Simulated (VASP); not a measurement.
# BaTiO3 (P4mm) in VASP: notebook, part 2 of 2

VASP 6.6.1. The steps go on from the part before.

### 3 Single point, PBE

Contents of INCAR:

```
SYSTEM = BaTiO3
PREC     = Accurate       ! precision mode
ENCUT    = 520            ! plane-wave cutoff, eV
EDIFF    = 1E-6           ! SCF threshold, eV
ISMEAR   = 0              ! smearing method
SIGMA    = 0.01           ! smearing width, eV
LREAL    = .FALSE.        ! projectors in reciprocal space
LASPH    = .TRUE.         ! aspherical terms in the spheres
NELM     = 100            ! most SCF steps
ALGO     = Normal         ! electronic algorithm
ISIF     = 2              ! what is computed and relaxed
LWAVE    = .FALSE.        ! write WAVECAR
LCHARG   = .FALSE.        ! write CHGCAR
GGA      = PE             ! functional
NBANDS   = 28             ! bands
```

Contents of KPOINTS:

```
Automatic mesh
0
G
  6 6 6
  0 0 0
```

Contents of POSCAR:

```
BaTiO3
1.0
    3.9723652307      0.0000000000      0.0000000000
    0.0000000000      3.9723652307      0.0000000000
    0.0000000000      0.0000000000      4.1122285344
Ba Ti O
1 1 3
Direct
    0.0000000000      0.0000000000     -0.0043576122
    0.5000000000      0.5000000000      0.4775258109
    0.5000000000      0.5000000000      0.0345450333
    0.5000000000      0.0000000000      0.5176433840
    0.0000000000      0.5000000000      0.5176433840
```

Potentials or basis: VASP PAW PBE potentials, release 64 (Ba_sv, Ti_sv, O).

Run with:

```sh
$ cat potpaw_PBE.64/Ba_sv/POTCAR potpaw_PBE.64/Ti_sv/POTCAR potpaw_PBE.64/O/POTCAR > POTCAR
$ mpirun -np 1 vasp_std > vasp.out
```

Wall time 99 s (1 thread of Intel Xeon 8259CL, shared host); peak memory 0.22 GiB.

Results (log left out):

* Free energy: -40.0082 eV
* Pressure: 4.9 GPa
* Largest force: 0.200 eV/Å
* Band gap on the k mesh: 1.81 eV (least direct gap 2.30 eV)

Forces in eV/Å, atoms in the order of the input:
```
Ba   0.000  0.000  0.019
Ti   0.000  0.000  0.133
O    0.000  0.000 -0.200
O    0.000  0.000  0.024
O    0.000  0.000  0.024
```

Stress tensor (GPa, compression positive):
```
4.83 0.00 0.00
0.00 4.83 0.00
0.00 0.00 5.03
```

Levels at points of the mesh, in eV from the valence-band top:
```
           k point  band 17  band 18  band 19  band 20  band 21  band 22  band 23  band 24
(0.00, 0.00, 0.00)    -1.28    -0.71    -0.49    -0.49     1.81     2.31     2.31     4.09
(0.50, 0.00, 0.00)    -1.95    -1.72    -1.38    -1.17     2.41     3.52     3.60     4.15
(0.50, 0.50, 0.00)    -1.95    -1.11    -1.11    -0.07     3.64     3.64     3.99     4.41
(0.00, 0.00, 0.50)    -2.04    -2.02    -0.73    -0.73     1.95     3.53     3.53     4.08
(0.50, 0.00, 0.50)    -1.81    -1.08    -1.02    -0.41     3.54     3.56     3.86     4.90
(0.50, 0.50, 0.50)    -2.58    -0.33    -0.33     0.00     4.11     4.11     4.19     6.23
```

Caveat: the cell stands under pressure; spin-orbit coupling is left out, which moves the levels of the heavy elements. A k mesh can miss the band edges.

### 4 Single point, r2SCAN

POSCAR is that of step 3.

Contents of INCAR.step1:

```
SYSTEM = BaTiO3
PREC = Accurate
ENCUT = 520
ISMEAR = 0
SIGMA = 0.01
LREAL = .False.
LASPH = .True.
NELM = 60
NBANDS = 28
GGA = PE
ALGO = Normal
EDIFF = 1E-4
LWAVE = .True.
LCHARG = .False.
```

Contents of INCAR.step2:

```
SYSTEM = BaTiO3
PREC = Accurate
ENCUT = 520
EDIFF = 1E-7
ISMEAR = 0
SIGMA = 0.01
LREAL = .False.
LASPH = .True.
NELM = 60
ALGO = Normal
ISIF = 2
LWAVE = .False.
LCHARG = .False.
METAGGA = R2SCAN
LMIXTAU = .True.
NBANDS = 28
ISTART = 1
```

Contents of KPOINTS:

```
regular mesh
0
Gamma
  6 6 6
  0 0 0
```

Potentials or basis: VASP PAW PBE potentials, release 64 (Ba_sv, Ti_sv, O).

Run with:

```sh
$ cat potpaw_PBE.64/Ba_sv/POTCAR potpaw_PBE.64/Ti_sv/POTCAR potpaw_PBE.64/O/POTCAR > POTCAR
$ cp INCAR.step1 INCAR
$ mpirun -np 1 vasp_std > vasp.out
$ cp INCAR.step2 INCAR
$ mpirun -np 1 vasp_std > vasp.out
```

OUTCAR:

```text
SYSTEM = BaTiO3
   PREC = Accurate
   ENCUT = 520
   EDIFF = 1E-7
   ISMEAR = 0
   LREAL = .False.
   LASPH = .True.
   NELM = 60
   ISIF = 2
   METAGGA = R2SCAN
   ISTART = 1

 ion  position               nearest neighbor table
   1  0.000  0.000  0.996-   4 2.79   5 2.79   5 2.79   4 2.79   3 2.81   3 2.81   3 2.81   3 2.81
                             4 2.92   5 2.92   5 2.92   4 2.92   2 3.44   2 3.44   2 3.44   2 3.44
   2  0.500  0.500  0.478-   3 1.82   4 1.99   5 1.99   4 1.99   5 1.99   3 2.29   1 3.44   1 3.44
[... 954 lines left out ...]
  -------------------------------------------------------------------------------------
  Total        0.7567052      0.7567052      0.8286089      0.0000000      0.0000000      0.0000000
  in kB       18.6836495     18.6836495     20.4590100      0.0000000      0.0000000      0.0000000
  external PRESSURE =      19.2754363 kB  Pullay stress =       0.0000000 kB

 VOLUME and BASIS-vectors are now :
 -----------------------------------------------------------------------------
  energy-cutoff  :      520.00
  volume of cell :       64.89
      direct lattice vectors                 reciprocal lattice vectors
     3.972365231  0.000000000  0.000000000     0.251739189  0.000000000  0.000000000
     0.000000000  3.972365231  0.000000000     0.000000000  0.251739189  0.000000000
     0.000000000  0.000000000  4.112228534     0.000000000  0.000000000  0.243177146

 POSITION                                       TOTAL-FORCE (eV/Angst)
 -----------------------------------------------------------------------------------
      0.00000      0.00000      4.09431         0.000000     -0.000000      0.029413
      1.98618      1.98618      1.96370         0.000000      0.000000      0.163782
      1.98618      1.98618      0.14206         0.000000      0.000000     -0.157935
      1.98618      0.00000      2.12867         0.000000     -0.000000     -0.017630
      0.00000      1.98618      2.12867         0.000000     -0.000000     -0.017630
 -----------------------------------------------------------------------------------
    total drift:                                0.000000      0.000000     -0.005529

  FREE ENERGIE OF THE ION-ELECTRON SYSTEM (eV)
  ---------------------------------------------------
  free  energy   TOTEN  =       -74.2593358108 eV

  energy  without entropy=      -74.2593358108  energy(sigma->0) =      -74.25933581
```

OUTCAR.step1:

```text
SYSTEM = BaTiO3
   PREC = Accurate
   ENCUT = 520
   ISMEAR = 0
   LREAL = .False.
   LASPH = .True.
[... 980 lines left out ...]
      1.98618      1.98618      0.14206        -0.000000     -0.000000     -0.208962
      1.98618      0.00000      2.12867         0.000000      0.000000      0.026072
      0.00000      1.98618      2.12867        -0.000000      0.000000      0.026072
 -----------------------------------------------------------------------------------
    total drift:                                0.000000      0.000000     -0.004235

  FREE ENERGIE OF THE ION-ELECTRON SYSTEM (eV)
  ---------------------------------------------------
  free  energy   TOTEN  =       -40.0082133182 eV

  energy  without entropy=      -40.0082133182  energy(sigma->0) =      -40.00821332
```

It took 5.9 min on 1 thread of Intel Xeon 8259CL, shared host; peak memory 0.23 GiB.

Results:

```yaml
Free_energy: -74.2593 eV
Pressure: 1.9 GPa
Largest_force: 0.164 eV/Å
Band_gap_on_the_k_mesh: 2.21 eV (least direct gap 2.71 eV)
```

Forces on the atoms (eV/Å):
```
Ba   0.000  0.000  0.029
Ti   0.000  0.000  0.164
O    0.000  0.000 -0.158
O    0.000  0.000 -0.018
O    0.000  0.000 -0.018
```

Stress tensor (GPa, compression positive):
```
1.87 0.00 0.00
0.00 1.87 0.00
0.00 0.00 2.05
```

Caveat: the PAW data sets were made with another functional, which shifts forces and pressure a little; spin-orbit coupling is left out, which moves the levels of the heavy elements. r2SCAN opens gaps a little over a GGA but as a rule still falls short of measured ones.
